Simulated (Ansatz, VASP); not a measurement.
# K in VASP and in Ansatz

INCAR

```
SYSTEM = K
  PREC = Accurate
  ENCUT = 520
  EDIFF = 1E-6
  ISMEAR = 0
  SIGMA = 0.15
  LREAL = .FALSE.
  LASPH = .TRUE.
  NELM = 80
  ALGO = Fast
  ISIF = 2
  LWAVE = .FALSE.
  LCHARG = .FALSE.
  GGA = PE
  NBANDS = 10
```

The input KPOINTS:

```
regular mesh
0
G
  14 14 14
  0 0 0
```

POSCAR

```
K
1.0
   -2.7446846077      2.6195198374      2.6195198374
    2.6195198374     -2.7446846077      2.6195198374
    2.6195198374      2.6195198374     -2.7446846077
K
1
Direct
    0.0000000000      0.0000000000      0.0000000000
```

Input for Ansatz:

```yaml
crystal:
  lattice:
    - [-2.7446846077, 2.6195198374, 2.6195198374]
    - [2.6195198374, -2.7446846077, 2.6195198374]
    - [2.6195198374, 2.6195198374, -2.7446846077]
  atoms:
    - { symbol: K, position: [0.0, 0.0, 0.0] }
basis:
  ecutwfc: 420
kpoints:
  mp_grid: { grid: [14, 14, 14] }
hamiltonian:
  xc: pbe
scf:
  occupations: { method: gaussian, width: 0.15 }
output:
  forces: true
  stress: true
  eigenvalues: true
```

Alike in both runs: task single point; functional PBE; k mesh 14 × 14 × 14; occupations gaussian, width 0.15 eV; no spin polarisation.

|  | VASP | Ansatz |
| --- | --- | --- |
| version | VASP 6.6.1 | Ansatz 0.2.0 |
| potentials or method | VASP PAW PBE potentials, release 64 (K_sv), cutoff 520 eV | scalar-relativistic, plane waves, PAW |
| valence electrons in the cell | 9 | 9 |

```csv
,VASP,Ansatz,Ansatz less VASP
gap on the k mesh at the Fermi level (eV),none,none,-
pressure (GPa),0.1,0.1,0.00
"traceless stress, the component that is largest in VASP (GPa)",0.15,0.15,0.000
```

A gap of «none» marks a metal or a gap that the smearing closes.
